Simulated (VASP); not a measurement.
Write the native input for VASP 6.6.1 that does the following.

| Property | Result |
| --- | --- |
| Task | single point |
| Functional | LDA |
| Potentials or basis | VASP PAW LDA potentials, release 64 (As) |
| Cutoff | 520 eV |
| k mesh | 9 × 9 × 1 |
| Occupations | gaussian, width 0.02 eV |
| Spin | no spin polarisation |
| Dipole correction | yes |
| Further INCAR settings | ALGO = Normal; EDIFF = 1e-06; NBANDS = 12 |

The structure of As lies in POSCAR:

```
As
1.0
    3.6330000000      0.0000000000      0.0000000000
   -1.8165000000      3.1462702920      0.0000000000
    0.0000000000      0.0000000000     28.0000000000
As
2
Direct
    0.3333333333      0.6666666667      0.5317142857
    0.6666666667      0.3333333333      0.4682857143
```

One way to write it, as run:

INCAR

```
SYSTEM = As
ALGO = Normal
DIPOL = 0.5 0.5 0.500
EDIFF = 1E-6
ENCUT = 520
IDIPOL = 3
ISIF = 2
ISMEAR = 0
LASPH = .True.
LCHARG = .False.
LDIPOL = .True.
LREAL = .False.
LWAVE = .False.
NBANDS = 12
NELM = 60
PREC = Accurate
SIGMA = 0.02
```

KPOINTS

```
k-points
0
Gamma
  9 9 1
  0 0 0
```

Potentials or basis: VASP PAW LDA potentials, release 64 (As).

Command:

```sh
$ cat potpaw_LDA.64/As/POTCAR > POTCAR
$ mpirun -np 1 vasp_std > vasp.out
```

Results of the run:

| Quantity | Value |
| --- | --- |
| Largest force | 3.632 eV/Å |
| Band gap on the k mesh | zero (band 5 reaches -2.77 eV, above the bottom of band 6 at -2.90 eV) |

It took 81 s on 1 thread of Intel(R) Xeon(R) Platinum 8375C CPU @ 2.90GHz (Ice Lake) (shared host), peak memory 0.31 GiB.
